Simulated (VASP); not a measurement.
Runs of VASP 6.6.1 on SnTe. The structure is that of space group F-43m (No. 216), or close to it. The cells are those of the table. 

```csv
cell,gap on the mesh (eV),pressure (GPa)
"a = 5.133, b = 5.133, c = 5.107 Å, angles 60.2, 60.2, 59.7°, 2 atoms",0.49,(a)
"a = 5.081, b = 5.081, c = 5.107 Å, angles 59.8, 59.8, 60.3°, 2 atoms",0.43,-0.7
"a = 5.107 Å, angles 60.0°, 2 atoms",0.49,-0.9
"a = 5.056, b = 5.056, c = 5.107 Å, angles 59.7, 59.7, 60.7°, 2 atoms",0.36,(b)
"a = 5.158, b = 5.158, c = 5.107 Å, angles 60.3, 60.3, 59.3°, 2 atoms",0.49,-1.4
```

Alike in all rows: task single point; level r2SCAN+D4; potentials or basis VASP PAW PBE potentials, release 64 (Sn_d, Te); no spin polarisation; k mesh 5 × 5 × 5; cutoff (eV) 520; smearing fermi-dirac 0.05 eV.

Task: Estimate the missing entries.

Result: (a) -1.2; (b) -0.4.

Caveats: the PAW data sets were made with another functional, which shifts forces and pressure a little; spin-orbit coupling is left out, which moves the levels of the heavy elements.

A k mesh can miss the band edges, and the runs leave out spin-orbit coupling on Sn, Te.
